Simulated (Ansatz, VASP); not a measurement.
## One calculation of Bi, two programs

```
Bi
1.0
     3.10984    0.00000    0.00000
     0.00000    3.10984    0.00000
     0.00000    0.00000    3.10984
Bi
1
Direct
  0.00000 0.00000 0.00000
```

Change from the starting cell: volume scaled by 0.92, LAPW.

Alike in both runs: task single point; functional LDA; k mesh 12 × 12 × 12; occupations fermi-dirac, width 0.05 eV; no spin polarisation.

```csv
,VASP,Ansatz
version,VASP 6.6.1,Ansatz 0.2.0
potentials or method,"VASP PAW LDA potentials, release 64 (Bi_d), cutoff 520 eV","all-electron LAPW, scalar-relativistic"
```

Ansatz gave:

```
pressure (GPa) : 5.8
```

Problem. Which values does VASP return?

Solution. Pressure (GPa): 5.9.

LDA's correlation is that of Perdew and Zunger in VASP and of Perdew and Wang (1992) in Ansatz. Ansatz ran all-electron here, and VASP with PAW potentials.

Spin-orbit coupling is off throughout.
